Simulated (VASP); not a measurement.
A run of VASP 6.6.1 is set up as follows.

File INCAR:

```
  PREC = Accurate
  ENCUT = 400
  EDIFF = 1E-6
  ISMEAR = 0
  SIGMA = 0.1
  LREAL = False
  LASPH = True
  NELM = 120
  ALGO = Normal
  ISIF = 2
  LWAVE = False
  LCHARG = False
  LDIPOL = True
  IDIPOL = 3
  DIPOL = 0.5 0.5 0.447
  GGA = PE
  IVDW = 12
  NBANDS = 126
  GGA_COMPAT = False
  NELMDL = -8
```

File KPOINTS:

```
Automatic mesh
0
Gamma
  4 4 1
```

POSCAR

```
Ru
1.0
    5.3951895485      0.0000000000      0.0000000000
   -2.6975947742      4.6723712072      0.0000000000
    0.0000000000      0.0000000000     25.0125783181
Ru
16
Direct
    0.3333333333      0.1666666667      0.3198390785
    0.3333333333      0.6666666667      0.3198390785
    0.8333333333      0.1666666667      0.3198390785
    0.8333333333      0.6666666667      0.3198390785
    0.1666666667      0.3333333333      0.4051125345
    0.1666666667      0.8333333333      0.4051125345
    0.6666666667      0.3333333333      0.4051125345
    0.6666666667      0.8333333333      0.4051125345
    0.3348379989      0.1685094256      0.4903901744
    0.3354152985      0.6649402338      0.4903501295
    0.8344840242      0.1657978431      0.4910525615
    0.8316453049      0.6652980041      0.4903877613
    0.1604322601      0.3243480268      0.5761544653
    0.1726226111      0.8275617693      0.5715051181
    0.6628369233      0.3371609178      0.5725116001
    0.6758304285      0.8395889795      0.5761499426
```

Potentials or basis: VASP PAW PBE potentials, release 64 (Ru_pv).

Launch:

```console
$ cat potpaw_PBE.64/Ru_pv/POTCAR > POTCAR
$ mpirun -np 1 vasp_std > vasp.out
```

Problem. Predict the band gap on the k mesh.

Solution. Zero (band 112 reaches 2.18 eV, above the bottom of band 113 at 0.97 eV).

Problem. Estimate the dispersion energy per atom.

Solution. -0.461 eV.

Problem. Estimate the largest force.

Solution. 0.722 eV/Å.

Forces in eV/Å, atoms in the order of the input:
```
Ru  -0.002  0.031  0.651
Ru   0.023 -0.013  0.563
Ru   0.003 -0.001  0.523
Ru  -0.028 -0.014  0.651
Ru  -0.051 -0.011 -0.620
Ru   0.055 -0.029 -0.676
Ru   0.080 -0.044 -0.716
Ru  -0.012  0.055 -0.621
Ru  -0.195 -0.079  0.197
Ru   0.167 -0.106  0.235
Ru   0.037 -0.028  0.140
Ru  -0.029  0.206  0.198
Ru   0.116  0.135 -0.687
Ru  -0.273  0.157  0.521
Ru   0.169 -0.095  0.328
Ru  -0.059 -0.163 -0.686
```
